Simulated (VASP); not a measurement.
Runs of VASP 6.6.1 on SiC. The structure is that of space group P6_3mc (No. 186), or close to it. The cells are those of the table. 

```csv
level,cell,k mesh,smearing,gap on the mesh (eV),pressure (GPa),largest force (eV/Å)
r2SCAN,"a = 3.075, b = 3.075, c = 5.099 Å, angles 90.0, 90.0, 120.0°, 4 atoms",12 × 12 × 6,gaussian 0.01 eV,2.60,(a),-
PBE,"a = 3.075, b = 3.075, c = 4.846 Å, angles 90.0, 90.0, 120.0°, 4 atoms",6 × 6 × 4,gaussian 0.01 eV,2.23,13.4,(b)
r2SCAN,"a = 3.075, b = 3.075, c = 4.998 Å, angles 90.0, 90.0, 120.0°, 4 atoms",12 × 12 × 6,gaussian 0.01 eV,2.72,2.1,-
PBE,"a = 3.075, b = 3.075, c = 4.947 Å, angles 90.0, 90.0, 120.0°, 4 atoms",12 × 12 × 6,fermi-dirac 0.02 eV,2.31,(c),0.02
r2SCAN,"a = 3.075, b = 3.075, c = 4.947 Å, angles 90.0, 90.0, 120.0°, 4 atoms",12 × 12 × 6,gaussian 0.01 eV,2.70,4.5,-
```

Alike in all rows: task single point; potentials or basis VASP PAW PBE potentials, release 64 (Si, C); no spin polarisation; cutoff (eV) 520.

Question: Estimate the missing entries.

Answer: (a) -2.4; (b) 0.05; (c) 8.2.

Caveats: the PAW data sets were made with another functional, which shifts forces and pressure a little (some runs).

A k mesh can miss the band edges.
